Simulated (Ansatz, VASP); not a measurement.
**ZnS: VASP beside Ansatz**

File INCAR:

```
PREC = Accurate
ENCUT = 520
EDIFF = 1E-6
ISMEAR = 0
SIGMA = 0.05
LREAL = False
LASPH = True
NELM = 80
ALGO = Normal
ISIF = 2
LWAVE = False
LCHARG = True
GGA = PE
LELF = True
LVHAR = True
NBANDS = 16
```

The input KPOINTS:

```
Automatic mesh
0
Gamma
  10 10 10
```

Contents of POSCAR:

```
ZnS
1.0
   -1.1358818225      2.2717636451      2.2717636451
    2.2717636451     -1.1358818225      2.2717636451
    2.2717636451      2.2717636451     -1.1358818225
Zn S
1 1
Direct
    0.0000000000      0.0000000000      0.0000000000
    0.7500000000      0.7500000000      0.7500000000
```

Input for Ansatz:

```yaml
crystal:
  lattice:
    - [-1.1358818225, 2.2717636451, 2.2717636451]
    - [2.2717636451, -1.1358818225, 2.2717636451]
    - [2.2717636451, 2.2717636451, -1.1358818225]
  atoms:
    - { symbol: Zn, position: [0.0, 0.0, 0.0] }
    - { symbol: S, position: [0.75, 0.75, 0.75] }
basis:
  ecutwfc: 420
kpoints:
  mp_grid: { grid: [10, 10, 10] }
hamiltonian:
  xc: pbe
scf:
  occupations: { method: gaussian, width: 0.05 }
output:
  forces: true
  stress: true
  eigenvalues: true
```

Alike in both runs: task single point; functional PBE; k mesh 10 × 10 × 10; occupations gaussian, width 0.05 eV; no spin polarisation.

```csv
,VASP,Ansatz
version,VASP 6.6.1,Ansatz 0.2.0
potentials or method,"VASP PAW PBE potentials, release 64 (Zn, S), cutoff 520 eV","scalar-relativistic, plane waves, PAW"
valence electrons in the cell,18,18
```

|  | VASP | Ansatz | Ansatz less VASP |
| --- | --- | --- | --- |
| gap on the k mesh at the Fermi level (eV) | 0.60 | 0.48 | -0.120 |
| least direct gap on the mesh (eV) | 0.92 | 0.80 | -0.124 |
| rms of the force components (eV/Å) | 26.117 | 24.582 | -1.5347 |

Atom by atom the forces differ by 1.535 eV/Å (rms over components). The functional is the same, so the differences come from potentials, cutoffs and numerics.
